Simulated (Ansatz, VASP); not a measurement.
**PtSe in VASP and in Ansatz**

The input INCAR:

```
PREC = Accurate
ENCUT = 520
EDIFF = 1E-7
ISMEAR = -1
SIGMA = 0.05
LREAL = F
LASPH = T
NELM = 60
ALGO = Normal
ISIF = 2
LWAVE = F
LCHARG = T
GGA = PE
LELF = T
LVHAR = T
NBANDS = 15
```

File KPOINTS:

```
regular mesh
0
Gamma
  8 8 8
```

File POSCAR:

```
PtSe
1.0
    0.0000000000      2.8352365521      2.8352365521
    2.8352365521      0.0000000000      2.8352365521
    2.8352365521      2.8352365521      0.0000000000
Pt Se
1 1
Direct
    0.5000000000      0.5000000000      0.5000000000
    0.0000000000      0.0000000000      0.0000000000
```

Contents of input.yaml:

```yaml
crystal:
  lattice:
    - [0.0, 2.8352365521, 2.8352365521]
    - [2.8352365521, 0.0, 2.8352365521]
    - [2.8352365521, 2.8352365521, 0.0]
  atoms:
    - { symbol: Pt, position: [0.5, 0.5, 0.5] }
    - { symbol: Se, position: [0.0, 0.0, 0.0] }
kpoints:
  mp_grid: { grid: [8, 8, 8] }
scf:
  occupations: { method: fermi_dirac, width: 0.05 }
hamiltonian:
  xc: pbe
  pseudopotentials: { kind: all_electron, lapw: { basis_error: 0.0005 } }
output:
  forces: true
  stress: true
  eigenvalues: true
```

Change from the starting cell: volume scaled by 1.04.

Alike in both runs: task single point; functional PBE; k mesh 8 × 8 × 8; occupations fermi-dirac, width 0.05 eV; no spin polarisation.

|  | VASP | Ansatz |
| --- | --- | --- |
| version | VASP 6.6.1 | Ansatz 0.2.0 |
| potentials or method | VASP PAW PBE potentials, release 64 (Pt, Se), cutoff 520 eV | all-electron LAPW, scalar-relativistic |

```tsv
	VASP	Ansatz	Ansatz less VASP
gap on the k mesh at the Fermi level (eV)	none	none	-
pressure (GPa)	-16.2	-16.1	+0.08
```

A gap of «none» marks a metal or a gap that the smearing closes. Ansatz ran all-electron here, and VASP with PAW potentials.

Neither program's run includes spin-orbit coupling.
